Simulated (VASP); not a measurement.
# Mg5Re (P4/mmm) in VASP: further runs

Runs on Mg5Re. Level: PBE. Tasks: single point, relaxation of cell and atoms.

Program: VASP 6.6.1. These are calculated values, not measurements. Logs are shortened: lines on timing, memory, paths and dates and some standing lists are left out, and cuts for length are marked.

## (1) The cell of the first run

It takes space group P4/mmm (No. 123, tetragonal). Conventional cell: a = 3.606 Å, b = 3.606 Å, c = 5.107 Å, α = 90.00°, β = 90.00°, γ = 90.00°. Mg (site symmetry m2m) has 1 Mg at 1.14 Å and 1 Re at 1.23 Å within 1.5 Å. Within 2.6 Å of Mg (site symmetry 4/mmm) lie 8 Mg at 1.89 Å and 4 Re at 2.55 Å. Within 1.7 Å of Re (site symmetry 4/mmm) lie 4 Mg at 1.23 Å.

The cell was built from a structure type or drawn by symmetry, and may not be a known phase.

## (2) Single point, PBE

Input file INCAR:

```
SYSTEM = Mg5Re
  PREC = Accurate
  ENCUT = 520
  EDIFF = 1E-6
  ISMEAR = 0
  SIGMA = 0.1
  LREAL = .False.
  LASPH = .True.
  NELM = 80
  ALGO = Normal
  ISIF = 2
  LWAVE = .False.
  LCHARG = .False.
  GGA = PE
  NBANDS = 18
```

Input file KPOINTS:

```
Automatic mesh
0
Gamma
  6 6 4
  0 0 0
```

Input file POSCAR:

```
Mg5Re
1.0
    3.6063195200      0.0000000000      0.0000000000
    0.0000000000      3.6063195200      0.0000000000
    0.0000000000      0.0000000000      5.1067596800
Mg Re
5 1
Direct
    0.6583822700      0.0000000000      0.5000000000
    0.3416177300      0.0000000000      0.5000000000
    0.0000000000      0.6583822700      0.5000000000
    0.0000000000      0.3416177300      0.5000000000
    0.5000000000      0.5000000000      0.5000000000
    0.0000000000      0.0000000000      0.5000000000
```

Potentials or basis: VASP PAW PBE potentials, release 64 (Mg, Re).

On the command line:

```bash
$ cat potpaw_PBE.64/Mg/POTCAR potpaw_PBE.64/Re/POTCAR > POTCAR
$ mpirun -np 1 vasp_std > vasp.out
```

OUTCAR:

```text
SYSTEM = Mg5Re
   PREC = Accurate
   ENCUT = 520
   EDIFF = 1E-6
   ISMEAR = 0
   LREAL = .False.
   LASPH = .True.
   NELM = 80
   ISIF = 2
   GGA = PE

 ion  position               nearest neighbor table
   1  0.658  0.000  0.500-   2 1.14   6 1.23   4 1.74   3 1.74   5 1.89   5 1.89   6 2.37   2 2.46
                             3 2.67   3 2.67   4 2.67   4 2.67   3 3.36   4 3.36   5 3.53   5 3.53
   2  0.342  0.000  0.500-   1 1.14   6 1.23   4 1.74   3 1.74   5 1.89   5 1.89   6 2.37   1 2.46
                             3 2.67   4 2.67   3 2.67   4 2.67   4 3.36   3 3.36   5 3.53   5 3.53
   3  0.000  0.658  0.500-   4 1.14   6 1.23   1 1.74   2 1.74   5 1.89   5 1.89   6 2.37   4 2.46
                             2 2.67   1 2.67   2 2.67   1 2.67   1 3.36   2 3.36   5 3.53   5 3.53
   4  0.000  0.342  0.500-   3 1.14   6 1.23   1 1.74   2 1.74   5 1.89   5 1.89   6 2.37   3 2.46
                             2 2.67   1 2.67   2 2.67   1 2.67   1 3.36   2 3.36   5 3.53   5 3.53
   5  0.500  0.500  0.500-   1 1.89   2 1.89   3 1.89   4 1.89   1 1.89   2 1.89   3 1.89   4 1.89
                             6 2.55   6 2.55   6 2.55   6 2.55   4 3.53   1 3.53   4 3.53   2 3.53
   6  0.000  0.000  0.500-   1 1.23   2 1.23   3 1.23   4 1.23   1 2.37   3 2.37   4 2.37   2 2.37
                             5 2.55   5 2.55   5 2.55   5 2.55

 -----------------------------------------------------------------------------
|                                                                             |
|           W    W    AA    RRRRR   N    N  II  N    N   GGGG   !!!           |
|           W    W   A  A   R    R  NN   N  II  NN   N  G    G  !!!           |
|           W    W  A    A  R    R  N N  N  II  N N  N  G       !!!           |
|           W WW W  AAAAAA  RRRRR   N  N N  II  N  N N  G  GGG   !            |
|           WW  WW  A    A  R   R   N   NN  II  N   NN  G    G                |
|           W    W  A    A  R    R  N    N  II  N    N   GGGG   !!!           |
|                                                                             |
|     The distance between some ions is very small. Please check the          |
|     nearest-neighbor list in the OUTCAR file.                               |
|     I HOPE YOU KNOW WHAT YOU ARE DOING!                                     |
|                                                                             |
 -----------------------------------------------------------------------------

  LATTYP: Found a simple tetragonal cell.
 ALAT       =     3.6063195200
 C/A-ratio  =     1.4160585749

  Lattice vectors:

 A1 = (   3.6063195200,   0.0000000000,   0.0000000000)
 A2 = (   0.0000000000,   3.6063195200,   0.0000000000)
 A3 = (   0.0000000000,   0.0000000000,   5.1067596800)

Analysis of symmetry for initial positions (statically):
=====================================================================
 Subroutine PRICEL returns:
 Original cell was already a primitive cell.

[... 144 lines left out ...]
   ISMEAR =     0;   SIGMA  =   0.10  broadening in eV -4-tet -1-fermi 0-gaus
   EFERMI_NEDOS =   21; number of points for ismear=-14 and -15
   IALGO  =     38    algorithm
   IMIX   =      4    mixing-type and parameters
     AMIX     =   0.40;   BMIX     =  1.00
     AMIX_MAG =   1.60;   BMIX_MAG =  1.00
  volume/ion in A,a.u.               =      11.07        74.70
  Fermi-wavevector in a.u.,A,eV,Ry     =   1.039441  1.964259 14.700247  1.080438
  Thomas-Fermi vector in A             =   2.173971
   LORBIT       =      0    0 simple, 1 ext, 2 COOP (PROOUT), +10 PAW based schemes
   GGA     = PE    functional components
   LHFCALC =     F    Hartree Fock is set to
   AEXX    =    0.0000 exact exchange contribution
   IVDW    =     0    specifies the selected vdW correction
   LEPSILON=     F    determine dielectric tensor
   LRPA    =     F    only Hartree local field effects (RPA)
 non-spin polarized calculation
 Gauss-broadening in eV      SIGMA  =   0.10
  energy-cutoff  :      520.00
  volume of cell :       66.42
 maximum number of plane-waves:      1812
 NGX is ok and might be reduce to    28
   NGX = 13   NGY = 13   NGZ = 19

 number of electron      17.0000002 magnetization

 Free energy of the ion-electron system (eV)
  ---------------------------------------------------
  ext. energy  EPLUGINS =         0.00000000
  ---------------------------------------------------
  free energy    TOTEN  =       137.04444118 eV

  energy without entropy =      137.06677023  energy(sigma->0) =      137.05560570

 E-fermi :   6.5250     XC(G=0): -10.0411

 val. band max:        6.5100633916   @ k =   0.3333   0.0000   0.5000
 cond. band min:       6.5348417605   @ k =   0.5000   0.0000   0.0000
 fundamental gap:      0.0247783689
 Fermi energy:         6.5250242089

 k-point     1 :       0.0000    0.0000    0.0000
  band No.  band energies     occupation
      1      -2.9747      2.00000
      2      -2.1875      2.00000
      3       0.3909      2.00000
      4       0.3909      2.00000
      5       1.4444      2.00000
      6       2.7096      2.00000
[... 481 lines left out ...]
      5       0.8173      2.00000
      6       3.3865      2.00000
[... 10 lines left out ...]
     17      14.3861      0.00000
     18      15.0917      0.00000

 [... further k-points ...]

------------------------ aborting loop because EDIFF is reached ----------------------------------------

  FORCE on cell =-STRESS in cart. coord.  units (eV):
  Direction    XX          YY          ZZ          XY          YZ          ZX
  --------------------------------------------------------------------------------------
  -------------------------------------------------------------------------------------
  Total      229.0262375    229.0262375     -0.2107861      0.0000000      0.0000000      0.0000000
  in kB     5524.8691253   5524.8691253     -5.0848570      0.0000000      0.0000000      0.0000000
  external PRESSURE =    3681.5511312 kB  Pullay stress =       0.0000000 kB

 VOLUME and BASIS-vectors are now :
 -----------------------------------------------------------------------------
  energy-cutoff  :      520.00
  volume of cell :       66.42
      direct lattice vectors                 reciprocal lattice vectors
     3.606319520  0.000000000  0.000000000     0.277291015  0.000000000  0.000000000
     0.000000000  3.606319520  0.000000000     0.000000000  0.277291015  0.000000000
     0.000000000  0.000000000  5.106759680     0.000000000  0.000000000  0.195818888

 POSITION                                       TOTAL-FORCE (eV/Angst)
 -----------------------------------------------------------------------------------
      2.37434      0.00000      2.55338       -19.771112      0.000000     -0.000000
      1.23198      0.00000      2.55338        19.771112     -0.000000      0.000000
      0.00000      2.37434      2.55338         0.000000    -19.771112      0.000000
      0.00000      1.23198      2.55338         0.000000     19.771112      0.000000
      1.80316      1.80316      2.55338         0.000000      0.000000     -0.000000
      0.00000      0.00000      2.55338         0.000000      0.000000     -0.000000
 -----------------------------------------------------------------------------------
    total drift:                               -0.000000     -0.000000     -0.000000

  FREE ENERGIE OF THE ION-ELECTRON SYSTEM (eV)
  ---------------------------------------------------
  free  energy   TOTEN  =       137.0444411768 eV

  energy  without entropy=      137.0667702275  energy(sigma->0) =      137.05560570
```

OSZICAR:

```text
N       E                     dE             d eps       ncg     rms          rms(c)
DAV:   1     0.173448689745E+03    0.17345E+03   -0.81334E+03  1704   0.905E+02
DAV:   2     0.105013041368E+03   -0.68436E+02   -0.65215E+02  1800   0.254E+02
DAV:   3     0.102875053117E+03   -0.21380E+01   -0.21237E+01  1904   0.369E+01
DAV:   4     0.102826714024E+03   -0.48339E-01   -0.48249E-01  1736   0.422E+00
DAV:   5     0.102819836080E+03   -0.68779E-02   -0.68744E-02  1840   0.199E+00    0.242E+02
DAV:   6     0.134507979864E+03    0.31688E+02   -0.44858E+01  1704   0.163E+02    0.309E+01
DAV:   7     0.135375003026E+03    0.86702E+00   -0.14031E+01  1838   0.676E+01    0.867E+01
DAV:   8     0.136245632305E+03    0.87063E+00   -0.12549E+01  1704   0.465E+01    0.301E+01
DAV:   9     0.137019012861E+03    0.77338E+00   -0.75329E-01  1720   0.169E+01    0.118E+01
DAV:  10     0.137049130544E+03    0.30118E-01   -0.61814E-02  1736   0.369E+00    0.804E+00
DAV:  11     0.137044143796E+03   -0.49867E-02   -0.10609E-02  1574   0.982E-01    0.444E+00
DAV:  12     0.137044582131E+03    0.43833E-03   -0.17511E-03  1642   0.895E-01    0.189E+00
DAV:  13     0.137044478529E+03   -0.10360E-03   -0.86053E-04  1520   0.487E-01    0.683E-01
DAV:  14     0.137044445558E+03   -0.32971E-04   -0.94358E-05  1684   0.100E-01    0.290E-01
DAV:  15     0.137044440555E+03   -0.50031E-05   -0.14968E-05  1354   0.320E-02    0.109E-01
DAV:  16     0.137044441177E+03    0.62198E-06   -0.96136E-07  1348   0.222E-02
   1 F= 0.13704444E+03 E0= 0.13705561E+03  d E =-.223291E-01
```

Run time: 32 s. Hardware: 1 thread of Intel Xeon Platinum 8488C (Sapphire Rapids), shared host; peak memory 0.2 GiB.

Results:

```
Free energy            : 137.0444 eV
Pressure               : 368.2 GPa
Largest force          : 19.771 eV/Å
Band gap on the k mesh : zero (an odd number of electrons rules out a gap without spin polarisation)
```

Forces on the atoms (eV/Å):
```
Mg  -19.771   0.000   0.000
Mg   19.771   0.000   0.000
Mg    0.000 -19.771   0.000
Mg    0.000  19.771   0.000
Mg    0.000   0.000   0.000
Re    0.000   0.000   0.000
```

Caveat: atoms lie so close that the PAW spheres overlap strongly, which falsifies energies and pressures; the cell stands under pressure; spin-orbit coupling is left out, which moves the levels of the heavy elements; forces of over 1 eV/Å act on the atoms, so gaps and moduli don't describe the material at rest.

## (3) Relaxation of cell and atoms, PBE

Input file INCAR:

```
SYSTEM = Mg5Re
PREC     = Accurate       ! precision mode
ENCUT    = 600            ! plane-wave cutoff, eV
EDIFF    = 1E-6           ! SCF threshold, eV
ISMEAR   = 0              ! smearing method
SIGMA    = 0.1            ! smearing width, eV
LREAL    = .FALSE.        ! projectors in reciprocal space
LASPH    = .TRUE.         ! aspherical terms in the spheres
NELM     = 60             ! most SCF steps
ALGO     = Normal         ! electronic algorithm
ISIF     = 3              ! what is computed and relaxed
LWAVE    = .FALSE.        ! write WAVECAR
LCHARG   = .FALSE.        ! write CHGCAR
GGA      = PE             ! functional
IBRION   = 2              ! ionic algorithm
NSW      = 90             ! ionic steps
EDIFFG   = -0.04          ! ionic threshold
```

Input file KPOINTS:

```
Automatic mesh
0
G
  6 6 4
  0 0 0
```

POSCAR is that of step 2.

Potentials or basis: VASP PAW PBE potentials, release 64 (Mg, Re).

On the command line:

```bash
$ cat potpaw_PBE.64/Mg/POTCAR potpaw_PBE.64/Re/POTCAR > POTCAR
$ mpirun -np 1 vasp_std > vasp.out
```

It took 11 min on 1 thread of Intel Xeon Platinum 8488C (Sapphire Rapids), shared host; peak memory 0.21 GiB.

The run converged. Its results:

| Quantity | Value |
| --- | --- |
| Free energy | -12.8143 eV |
| Relaxed volume | 25.00 Å³/atom |
| Relaxed cell | a = 7.392 Å, b = 7.392 Å, c = 2.745 Å, α = 90.00°, β = 90.00°, γ = 90.00° |
| Space group after relaxing (to 0.1 Å) | P4/mmm (No. 123) |
| Energy gained by relaxing | 24973.1 meV/atom |
| Ionic steps | 25 |
| Pressure after relaxing | 0.0 GPa |
| Largest force after relaxing | 0.007 eV/Å |
| Band gap on the k mesh | zero (an odd number of electrons rules out a gap without spin polarisation) |

Forces on the atoms (eV/Å):
```
Mg   0.007  0.000  0.000
Mg  -0.007  0.000  0.000
Mg   0.000  0.007  0.000
Mg   0.000 -0.007  0.000
Mg   0.000  0.000  0.000
Re   0.000  0.000  0.000
```

Step by step:
| step | energy change (eV) | largest force (eV/Å) | pressure (GPa) | volume (Å³) |
| --- | --- | --- | --- | --- |
| 1 | 0.0000 | 19.7468 | 368.20 | 66.42 |
| 2 | -124.7335 | 5.8456 | -4.93 | 535.56 |
| 3 | -124.5981 | 8.5521 | -4.26 | 497.61 |
| 4 | -124.2029 | 10.0348 | -3.83 | 480.51 |
| 5 | -123.7755 | 11.1706 | -3.47 | 468.52 |
| 6 | -136.2683 | 1.3492 | -7.74 | 405.94 |
| 7 | -137.4907 | 0.6508 | -7.99 | 390.59 |
| 8 | -138.8811 | 0.4881 | -7.52 | 361.02 |
| 9 | -140.2015 | 8.5574 | 11.34 | 208.40 |
| 10 | -142.9281 | 3.6216 | -2.74 | 261.33 |
| 11 | -145.5531 | 2.1640 | -0.98 | 217.59 |
| 12 | -146.0448 | 0.2094 | 3.05 | 188.86 |
| 13 | -146.0958 | 0.6110 | 1.74 | 196.25 |
| 14 | -147.4590 | 3.1497 | -4.75 | 184.43 |
| 15 | -147.4514 | 3.0260 | -4.58 | 184.96 |
| 16 | -148.8248 | 2.6169 | -5.20 | 166.94 |
| 17 | -149.0818 | 2.3788 | -4.64 | 160.30 |
| 18 | -148.5470 | 2.0670 | 1.00 | 146.47 |
| 19 | -149.1198 | 2.3240 | -4.30 | 158.39 |
| 20 | -149.1412 | 2.2450 | -3.69 | 155.74 |
| 21 | -149.7047 | 1.1192 | 0.08 | 148.45 |
| 22 | -149.7729 | 0.3864 | 2.69 | 144.62 |
| 23 | -149.7748 | 0.4959 | 2.30 | 145.14 |
| 24 | -149.8360 | 0.0898 | 0.46 | 149.01 |
| 25 | -149.8385 | 0.0075 | 0.01 | 150.01 |

Final structure:
```xyz
6
Lattice="7.3925 0.0000 0.0000 0.0000 7.3925 0.0000 0.0000 0.0000 2.7451" Properties=species:S:1:pos:R:3 pbc="T T T"
Mg    2.4261    0.0000    1.3725
Mg    4.9664    0.0000    1.3725
Mg    0.0000    2.4261    1.3725
Mg    0.0000    4.9664    1.3725
Mg    3.6962    3.6962    1.3725
Re    0.0000    0.0000    1.3725
```

Levels at points of the mesh, in eV from the Fermi level:
```
           k point  band 7  band 8  band 9  band 10  band 11  band 12
(0.00, 0.00, 0.00)   -1.81   -1.42   -1.06    -0.36    -0.36     2.17
(0.50, 0.00, 0.00)   -2.38   -1.44   -0.26    -0.20     1.12     2.15
(0.50, 0.50, 0.00)   -1.55    0.10    0.10     1.15     1.15     1.17
(0.00, 0.00, 0.50)    0.19    0.60    0.86     1.51     2.09     2.09
(0.50, 0.00, 0.50)   -0.13   -0.12    1.19     1.25     1.39     2.39
(0.50, 0.50, 0.50)    0.18    0.18    0.23     0.38     0.38     1.32
```

Caveat: the volume moved by over 15 % at a fixed basis, so the end points are rough; spin-orbit coupling is left out, which moves the levels of the heavy elements.
